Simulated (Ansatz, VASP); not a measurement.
## Two plane-wave programs on KHCO2

```
K H C O
1.0
     2.96560   -3.47558    0.00000
     2.96560    3.47558    0.00000
     0.00000    0.00000    7.05183
K H C O
2 2 2 4
Cartesian
  0.0000 0.0000 3.5259
  0.0000 0.0000 0.0000
  2.9656 0.4059 1.7630
  2.9656 -0.4059 5.2889
  2.9656 -0.7079 1.7630
  2.9656 0.7079 5.2889
  1.8331 -1.2907 1.7630
  1.8331 1.2907 5.2889
  4.0981 1.2907 5.2889
  4.0981 -1.2907 1.7630
```

Alike in both runs: task relaxation of cell and atoms; functional LDA; k mesh 4 × 4 × 4; occupations gaussian, width 0.1 eV; no spin polarisation.

|  | VASP | Ansatz |
| --- | --- | --- |
| version | VASP 6.6.1 | Ansatz 0.2.0 |
| potentials or method | VASP PAW LDA potentials, release 64 (K_sv, H, C, O), cutoff 600 eV | scalar-relativistic, plane waves, PAW |
| valence electrons in the cell | 52 | 52 |

VASP gave:

| Quantity | Value |
| --- | --- |
| gap on the k mesh at the Fermi level, each at its own relaxed structure (eV) | 3.76 |
| relaxed volume (Å³/atom) | 12.29 |
| relaxed length of the cell vector where the two differ most in proportion (Å) | 4.326 |

Q: What did Ansatz give for the same quantities?

A: gap on the k mesh at the Fermi level, each at its own relaxed structure (eV): 3.85; relaxed volume (Å³/atom): 12.34; relaxed length of the cell vector where the two differ most in proportion (Å): 4.331.

LDA's correlation is that of Perdew and Zunger in VASP and of Perdew and Wang (1992) in Ansatz.

Noted on VASP's run: the volume moved by over 15 % at a fixed basis, so the end points are rough.
